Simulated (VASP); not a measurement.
# Sn4Se3S (Amm2) in VASP: single point with PBE

Aim: the single point of Sn4Se3S with PBE.

Everything below comes from runs of VASP 6.6.1. Logs are shortened: lines on timing, memory, paths and dates and some standing lists are left out, and cuts for length are marked.

**1. The cell of the first run**

The structure is orthorhombic, space group Amm2 (No. 38). The conventional cell has a = 8.515 Å, b = 4.252 Å, c = 11.968 Å, α = 90.00°, β = 90.00°, γ = 90.00°. Sn (site symmetry mm2) has 5 Se at 2.74 to 3.02 Å within 3.6 Å. Sn (site symmetry mm2) has 1 S at 2.60 Å and 4 Se at 3.01 Å within 3.4 Å. Sn (site symmetry m) has 5 Se at 2.74 to 3.88 Å and 2 S at 2.97 Å and 2 Sn at 3.70 to 3.80 Å within 3.9 Å. Within 3.6 Å of Se (site symmetry mm2) lie 5 Sn at 2.74 to 3.07 Å. Within 3.6 Å of Se (site symmetry m) lie 5 Sn at 2.74 to 3.02 Å. S (site symmetry mm2) has 5 Sn at 2.60 to 2.97 Å within 3.4 Å.

**2. Single point, PBE**

INCAR reads:

```
SYSTEM = Sn4Se3S
PREC = Accurate
ENCUT = 520
EDIFF = 1E-7
ISMEAR = 0
SIGMA = 0.1
LREAL = .FALSE.
LASPH = .TRUE.
NELM = 60
ALGO = Normal
ISIF = 2
LWAVE = .FALSE.
LCHARG = .TRUE.
GGA = PE
LELF = .TRUE.
LVHAR = .TRUE.
NBANDS = 50
```

KPOINTS reads:

```
regular mesh
0
G
  4 4 2
  0 0 0
```

POSCAR reads:

```
Sn4Se3S
1.0
    0.0000000000     -4.2517962000      0.0000000000
    0.0000000000      2.1258981000      5.9838322000
   -8.5148383000      0.0000000000      0.0000000000
Sn Se S
4 3 1
Direct
    0.1310030000      0.2620060000      0.0000000000
    0.1297380000      0.2594760000      0.5000000000
    0.8723610000      0.7447220000      0.2591940000
    0.8723610000      0.7447220000      0.7408060000
    0.3598180000      0.7196360000      0.0000000000
    0.6438130000      0.2876260000      0.2509250000
    0.6438130000      0.2876260000      0.7490750000
    0.3470910000      0.6941820000      0.5000000000
```

Potentials or basis: VASP PAW PBE potentials, release 64 (Sn_d, Se, S).

Started as:

```
$ cat potpaw_PBE.64/Sn_d/POTCAR potpaw_PBE.64/Se/POTCAR potpaw_PBE.64/S/POTCAR > POTCAR
$ mpirun -np 1 vasp_std > vasp.out
```

OUTCAR:

```text
SYSTEM = Sn4Se3S
   PREC = Accurate
   ENCUT = 520
   EDIFF = 1E-7
   ISMEAR = 0
   LREAL = .FALSE.
   LASPH = .TRUE.
   NELM = 60
   ISIF = 2
   GGA = PE

 ion  position               nearest neighbor table
   1  0.131  0.262  0.000-   5 2.74   7 3.02   6 3.02   6 3.02   7 3.02
   2  0.130  0.259  0.500-   8 2.60   7 3.01   6 3.01   7 3.01   6 3.01   3 3.70   4 3.70
   3  0.872  0.745  0.259-   6 2.74   8 2.97   8 2.97   5 3.07   5 3.07   2 3.70
   4  0.872  0.745  0.741-   7 2.74   8 2.97   8 2.97   5 3.07   5 3.07   2 3.70
   5  0.360  0.720  0.000-   1 2.74   4 3.07   3 3.07   3 3.07   4 3.07
   6  0.644  0.288  0.251-   3 2.74   2 3.01   2 3.01   1 3.02   1 3.02
   7  0.644  0.288  0.749-   4 2.74   2 3.01   2 3.01   1 3.02   1 3.02
   8  0.347  0.694  0.500-   2 2.60   4 2.97   3 2.97   3 2.97   4 2.97

  LATTYP: Found a base centered orthorhombic cell.
 ALAT       =     4.2517962000
 B/A-ratio  =     2.8147314304
 C/A-ratio  =     2.0026449763

  Lattice vectors:

 A1 = (   0.0000000000,  -2.1258981000,  -5.9838322000)
 A2 = (   0.0000000000,  -2.1258981000,   5.9838322000)
 A3 = (  -8.5148383000,   0.0000000000,   0.0000000000)

Analysis of symmetry for initial positions (statically):
=====================================================================
 Subroutine PRICEL returns:
 Original cell was already a primitive cell.

 Routine SETGRP: Setting up the symmetry group for a
 base centered orthorhombic supercell.

 Subroutine GETGRP returns: Found  4 space group operations
 (whereof  4 operations were pure point group operations)
 out of a pool of  8 trial point group operations.

The static configuration has the point symmetry C_2v.

Analysis of symmetry for dynamics (positions and initial velocities):
=====================================================================
 Subroutine PRICEL returns:
 Original cell was already a primitive cell.

 Routine SETGRP: Setting up the symmetry group for a
 base centered orthorhombic supercell.

 Subroutine GETGRP returns: Found  4 space group operations
 (whereof  4 operations were pure point group operations)
 out of a pool of  8 trial point group operations.

The dynamic configuration has the point symmetry C_2v.

 Subroutine INISYM returns: Found  4 space group operations
 (whereof  4 operations are pure point group operations),
 and found     1 'primitive' translations

----------------------------------------------------------------------------------------
[... 100 lines left out ...]
   ISIF   =      2    stress and relaxation
   ISYM   =      2    0-nonsym 1-usesym 2-fastsym
   POTIM  = 0.5000    time-step for ionic-motion
   TEBEG  =    0.0;   TEEND  =   0.0 temperature during run
   PSTRESS=    0.0 pullay stress
   NELECT =      80.0000    total number of electrons
   NUPDOWN=      -1.0000    fix difference up-down
   EMIN   =  10.00;   EMAX   =-10.00  energy-range for DOS
   EFERMI =   0.00;   METHOD = LEGACY
   ISMEAR =     0;   SIGMA  =   0.10  broadening in eV -4-tet -1-fermi 0-gaus
   EFERMI_NEDOS =   21; number of points for ismear=-14 and -15
   IALGO  =     38    algorithm
   IMIX   =      4    mixing-type and parameters
     AMIX     =   0.40;   BMIX     =  1.00
     AMIX_MAG =   1.60;   BMIX_MAG =  1.00
  volume/ion in A,a.u.               =      27.08       182.74
  Fermi-wavevector in a.u.,A,eV,Ry     =   1.174524  2.219529 18.769343  1.379508
  Thomas-Fermi vector in A             =   2.310920
   LORBIT       =      0    0 simple, 1 ext, 2 COOP (PROOUT), +10 PAW based schemes
   GGA     = PE    functional components
   LHFCALC =     F    Hartree Fock is set to
   AEXX    =    0.0000 exact exchange contribution
   IVDW    =     0    specifies the selected vdW correction
   LEPSILON=     F    determine dielectric tensor
   LRPA    =     F    only Hartree local field effects (RPA)
 non-spin polarized calculation
 Gauss-broadening in eV      SIGMA  =   0.10
  energy-cutoff  :      520.00
  volume of cell :      216.63
 maximum number of plane-waves:      5868
 NGX is ok and might be reduce to    32
   NGX = 15   NGY = 23   NGZ = 31

 number of electron      80.0000008 magnetization

 Free energy of the ion-electron system (eV)
  ---------------------------------------------------
  ext. energy  EPLUGINS =         0.00000000
  ---------------------------------------------------
  free energy    TOTEN  =       -33.46364624 eV

  energy without entropy =      -33.46364467  energy(sigma->0) =      -33.46364545

 E-fermi :   5.3942     XC(G=0):  -9.5656

 val. band max:        5.1163595649   @ k =   0.0000   0.0000   0.0000
 cond. band min:       5.6720130483   @ k =   0.0000   0.5000   0.0000
 fundamental gap:      0.5556534834
 Fermi energy:         5.3942028896

 k-point     1 :       0.0000    0.0000    0.0000
  band No.  band energies     occupation
      1     -16.1702      2.00000
      2     -16.1630      2.00000
      3     -16.1611      2.00000
      4     -16.1552      2.00000
      5     -16.1352      2.00000
      6     -16.1246      2.00000
[... 731 lines left out ...]
     49       9.2076      0.00000
     50       9.2266      0.00000

------------------------ aborting loop because EDIFF is reached ----------------------------------------

  FORCE on cell =-STRESS in cart. coord.  units (eV):
  Direction    XX          YY          ZZ          XY          YZ          ZX
  --------------------------------------------------------------------------------------
  -------------------------------------------------------------------------------------
  Total       -0.2465797     -0.2708931     -0.1301295      0.0000000      0.0000000      0.0000000
  in kB       -1.8236424     -2.0034582     -0.9624057      0.0000000      0.0000000      0.0000000
  external PRESSURE =      -1.5965021 kB  Pullay stress =       0.0000000 kB

 VOLUME and BASIS-vectors are now :
 -----------------------------------------------------------------------------
  energy-cutoff  :      520.00
  volume of cell :      216.63
      direct lattice vectors                 reciprocal lattice vectors
     0.000000000 -4.251796200  0.000000000     0.000000000 -0.235194716  0.083558493
     0.000000000  2.125898100  5.983832200     0.000000000  0.000000000  0.167116986
    -8.514838300  0.000000000  0.000000000    -0.117442042  0.000000000  0.000000000

 POSITION                                       TOTAL-FORCE (eV/Angst)
 -----------------------------------------------------------------------------------
      0.00000      0.00000      1.56780         0.000000     -0.000000      0.018108
     -4.25742     -0.00000      1.55266         0.000000     -0.000000      0.039285
     -2.20699     -2.12590      4.45629         0.000684     -0.000000     -0.016218
     -6.30784     -2.12590      4.45629        -0.000684     -0.000000     -0.016218
      0.00000      0.00000      4.30618         0.000000      0.000000     -0.010442
     -2.13659     -2.12590      1.72111        -0.002494     -0.000000      0.002973
     -6.37825     -2.12590      1.72111         0.002494     -0.000000      0.002973
     -4.25742      0.00000      4.15387         0.000000      0.000000     -0.020459
 -----------------------------------------------------------------------------------
    total drift:                                0.000000     -0.000124     -0.000198

  FREE ENERGIE OF THE ION-ELECTRON SYSTEM (eV)
  ---------------------------------------------------
  free  energy   TOTEN  =       -33.4636462373 eV

  energy  without entropy=      -33.4636446682  energy(sigma->0) =      -33.46364545
```

OSZICAR:

```text
N       E                     dE             d eps       ncg     rms          rms(c)
DAV:   1     0.870791802471E+03    0.87079E+03   -0.36765E+04  1498   0.206E+03
DAV:   2     0.119697041042E+03   -0.75109E+03   -0.72658E+03  1400   0.583E+02
DAV:   3    -0.234678578786E+02   -0.14316E+03   -0.13616E+03  1660   0.203E+02
DAV:   4    -0.340861552874E+02   -0.10618E+02   -0.10382E+02  1678   0.545E+01
DAV:   5    -0.344554122547E+02   -0.36926E+00   -0.36820E+00  1664   0.109E+01    0.773E+00
DAV:   6    -0.334509959128E+02    0.10044E+01   -0.17523E+00  1918   0.681E+00    0.481E+00
DAV:   7    -0.334664554272E+02   -0.15460E-01   -0.78385E-01  1786   0.311E+00    0.227E+00
DAV:   8    -0.334643677915E+02    0.20876E-02   -0.76392E-02  1808   0.182E+00    0.425E-01
DAV:   9    -0.334631428160E+02    0.12250E-02   -0.13669E-02  1696   0.725E-01    0.158E-01
DAV:  10    -0.334635163212E+02   -0.37351E-03   -0.28087E-03  1780   0.205E-01    0.115E-01
DAV:  11    -0.334636084306E+02   -0.92109E-04   -0.21943E-04  2002   0.832E-02    0.411E-02
DAV:  12    -0.334636447433E+02   -0.36313E-04   -0.83687E-05  1562   0.382E-02    0.190E-02
DAV:  13    -0.334636462815E+02   -0.15382E-05   -0.44401E-06  1704   0.130E-02    0.759E-03
DAV:  14    -0.334636462137E+02    0.67836E-07   -0.27511E-06  1758   0.759E-03    0.177E-03
DAV:  15    -0.334636462373E+02   -0.23545E-07   -0.55732E-07  1290   0.339E-03
   1 F= -.33463646E+02 E0= -.33463645E+02  d E =-.156908E-05
```

stdout:

```text
POSCAR found type information on POSCAR SnSeS
 POSCAR found :  3 types and       8 ions
 scaLAPACK will be used
 LDA part: xc-table for (Slater+PW92), standard interpolation
 POSCAR, INCAR and KPOINTS ok, starting setup
 FFT: planning ... GRIDC
 FFT: planning ... GRID_SOFT
 FFT: planning ... GRID
 WAVECAR not read
 entering main loop
```

It took 2 min on 1 thread of Intel Xeon Platinum 8488C (Sapphire Rapids), shared host; peak memory 0.37 GiB.

What came out:

* Free energy: -33.4636 eV
* Pressure: -0.2 GPa
* Largest force: 0.039 eV/Å
* Band gap on the k mesh: 0.56 eV (least direct gap 1.04 eV)

Forces on the atoms (eV/Å):
```
Sn   0.000  0.000  0.018
Sn   0.000  0.000  0.039
Sn   0.001  0.000 -0.016
Sn  -0.001  0.000 -0.016
Se   0.000  0.000 -0.010
Se  -0.002  0.000  0.003
Se   0.002  0.000  0.003
S    0.000  0.000 -0.020
```

Caveat: semilocal functionals underestimate gaps, and a narrow one can read as zero; spin-orbit coupling is left out, which moves the levels of the heavy elements.
